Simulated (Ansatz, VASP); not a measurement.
Nb: VASP beside Ansatz

The input INCAR:

```
PREC = Accurate
ENCUT = 520
EDIFF = 1E-7
ISMEAR = -1
SIGMA = 0.05
LREAL = F
LASPH = T
NELM = 150
ALGO = Normal
ISIF = 2
LWAVE = F
LCHARG = F
MAGMOM = 0 0 1
LORBIT = 11
LSORBIT = T
GGA_COMPAT = F
LORBMOM = T
LMAXMIX = 4
GGA = RE
NBANDS = 24
```

The input KPOINTS:

```
Automatic mesh
0
Gamma
  13 13 13
```

File POSCAR:

```
Nb
1.0
   -1.6603275548      1.6603275548      1.6603275548
    1.6603275548     -1.6603275548      1.6603275548
    1.6603275548      1.6603275548     -1.6603275548
Nb
1
Direct
    0.0000000000      0.0000000000      0.0000000000
```

Input for Ansatz:

```yaml
crystal:
  lattice:
    - [-1.6603275548, 1.6603275548, 1.6603275548]
    - [1.6603275548, -1.6603275548, 1.6603275548]
    - [1.6603275548, 1.6603275548, -1.6603275548]
  atoms:
    - { symbol: Nb, position: [0.0, 0.0, 0.0], spin: 1.0, spin_axis: [0, 0, 1] }
hamiltonian:
  xc: revpbe
  pseudopotentials:
    kind: paw_fr
    azcp:
      Nb: "pseudopotentials/Nb.paw.azcp"
basis:
  ecutwfc: 420
  fft_grid_basis: typed
kpoints:
  mp_grid: { grid: [13, 13, 13], shift: [0, 0, 0] }
magnetization:
  noncollinear: true
  spin_orbit: true
scf:
  occupations: { method: fermi_dirac, width: 0.05 }
```

Alike in both runs: task single point; functional revPBE; k mesh 13 × 13 × 13; occupations fermi-dirac, width 0.05 eV; non-collinear spin, spin-orbit coupling.

|  | VASP | Ansatz |
| --- | --- | --- |
| version | VASP 6.6.1 | Ansatz 0.2.0 |
| potentials or method | VASP PAW PBE potentials, release 64 (Nb_sv), cutoff 520 eV | plane waves (420 eV) with PAW, fully relativistic with spin-orbit coupling |
| valence electrons in the cell | 13 | 13 |

```tsv
	VASP	Ansatz	Ansatz less VASP
net moment per atom (μB)	0.00	0.00	0.000
```

VASP's potentials were made for PBE, not for revPBE. Ansatz's warnings: seeded moment not kept.
